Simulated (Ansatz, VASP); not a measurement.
One calculation of Cs2AgBiBr6, two programs

```
Cs Ag Bi Br
1.0
     0.00000    5.67270    5.67270
     5.67270    0.00000    5.67270
     5.67270    5.67270    0.00000
Cs Ag Bi Br
2 1 1 6
Direct
  0.25000 0.25000 0.25000
  0.75000 0.75000 0.75000
  0.00000 0.00000 0.00000
  0.50000 0.50000 0.50000
  0.24817 0.75183 0.75183
  0.24817 0.75183 0.24817
  0.75183 0.24817 0.75183
  0.75183 0.24817 0.24817
  0.75183 0.75183 0.24817
  0.24817 0.24817 0.75183
```

Alike in both runs: task single point; functional PBE; k mesh 4 × 4 × 4; occupations fermi-dirac, width 0.02 eV; no spin polarisation.

```csv
,VASP,Ansatz
version,VASP 6.6.1,Ansatz 0.2.0
potentials or method,"VASP PAW PBE potentials, release 64 (Cs_sv, Ag, Bi_d, Br)","plane waves, PAW"
plane-wave cutoff (eV),520,420
valence electrons in the cell,86,94
```

Ansatz gave:

| Property | Result |
| --- | --- |
| gap on the k mesh at the Fermi level (eV) | 1.28 |
| pressure (GPa) | 0.8 |
| rms of the force components (eV/Å) | 0.026 |

Q: What did VASP give for the same quantities?

A: gap on the k mesh at the Fermi level (eV): 1.28; pressure (GPa): 0.8; rms of the force components (eV/Å): 0.028.

Atom by atom the forces differ by 0.002 eV/Å (rms over components). With one functional, cell and mesh, what is left measures potentials, basis and numerics. VASP's potentials hold 86 valence electrons a cell and Ansatz's 94, so a difference there can come from the potentials and not from the codes.

Neither program's run includes spin-orbit coupling.
